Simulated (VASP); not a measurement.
Set up this calculation in VASP 6.6.1, as the native input.

* Task: single point
* Functional: PBE
* Potentials or basis: VASP PAW PBE potentials, release 64 (Pb_d, F)
* Cutoff: 520 eV
* k mesh: 8 × 8 × 8
* Occupations: gaussian, width 0.05 eV
* Spin: no spin polarisation
* Dipole correction: no
* Further INCAR settings: ALGO = Normal; EDIFF = 1e-07; NBANDS = 21

The structure of PbF2 lies in POSCAR:

```
PbF2
1.0
    0.0000000000      3.0032608125      3.0032608125
    2.9698500000      0.0334108125      2.9698500000
    2.9698500000      2.9698500000      0.0334108125
Pb F
1 2
Direct
    0.0000000000      0.0000000000      0.0000000000
    0.2500000000      0.2500000000      0.2500000000
    0.7500000000      0.7500000000      0.7500000000
```

This cell differs from its parent crystal: strain +0.0225 x Voigt [0, 0, 0, 1, 0, 0].

These files were run (other wordings do the same):

INCAR

```
SYSTEM = PbF2
  ALGO = Normal
  EDIFF = 1E-7
  ENCUT = 520
  GGA = PE
  ISIF = 2
  ISMEAR = 0
  LASPH = .TRUE.
  LCHARG = .FALSE.
  LREAL = .FALSE.
  LWAVE = .FALSE.
  NBANDS = 21
  NELM = 60
  PREC = Accurate
  SIGMA = 0.05
```

KPOINTS

```
k-points
0
G
  8 8 8
  0 0 0
```

Potentials or basis: VASP PAW PBE potentials, release 64 (Pb_d, F).

Run with:

```sh
$ cat potpaw_PBE.64/Pb_d/POTCAR potpaw_PBE.64/F/POTCAR > POTCAR
$ mpirun -np 1 vasp_std > vasp.out
```

It gave:

```yaml
Pressure: 2.0 GPa
Largest_force: 0.064 eV/Å
Band_gap_on_the_k_mesh: 4.41 eV, indirect (least direct gap 4.56 eV)
```

Caveat: the cell differs from its parent crystal (strain +0.0225 x Voigt [0, 0, 0, 1, 0, 0]); spin-orbit coupling is left out, which moves the levels of the heavy elements.

Run time: 55 s on 1 thread of Intel(R) Xeon(R) Platinum 8259CL CPU @ 2.50GHz (Skylake/Cascade Lake) (shared host), peak memory 0.23 GiB.
